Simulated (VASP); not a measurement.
Rh, 1 atom in the cell. It takes space group Fm-3m (No. 225, cubic). The conventional cell has a = 3.750 Å, b = 3.750 Å, c = 3.750 Å, α = 90.00°, β = 90.00°, γ = 90.00°. Rh (site symmetry m-3m) has 12 Rh at 2.65 Å within 3.5 Å. 

* Program: VASP 6.6.1
* Task: elastic constants
* Functional: LDA
* Potentials or basis: VASP PAW LDA potentials, release 64 (Rh_pv)
* Cutoff: 600 eV
* k mesh: 24 × 24 × 24
* Occupations: fermi-dirac, width 0.05 eV
* Spin: no spin polarisation
* Dipole correction: no
* Ions in elastic constants: relaxed
* Further INCAR settings: ALGO = Normal; EDIFF = 1e-08; IBRION = 6; POTIM = 0.015; NSW = 1; ISIF = 3

Potentials or basis: VASP PAW LDA potentials, release 64 (Rh_pv).

Launch:

```bash
$ cat potpaw_LDA.64/Rh_pv/POTCAR > POTCAR
$ mpirun -np 1 vasp_std > vasp.out
```

Hardware: 1 thread of Intel(R) Xeon(R) Platinum 8375C CPU @ 2.90GHz (Ice Lake), with other jobs on the host.

Question: Estimate the wall time of this run.

Answer: It took 35 min on 1 thread of Intel(R) Xeon(R) Platinum 8375C CPU @ 2.90GHz (Ice Lake), with other jobs on the host, peak memory 1.2 GiB. Counts: scf iterations 144, k points 413.
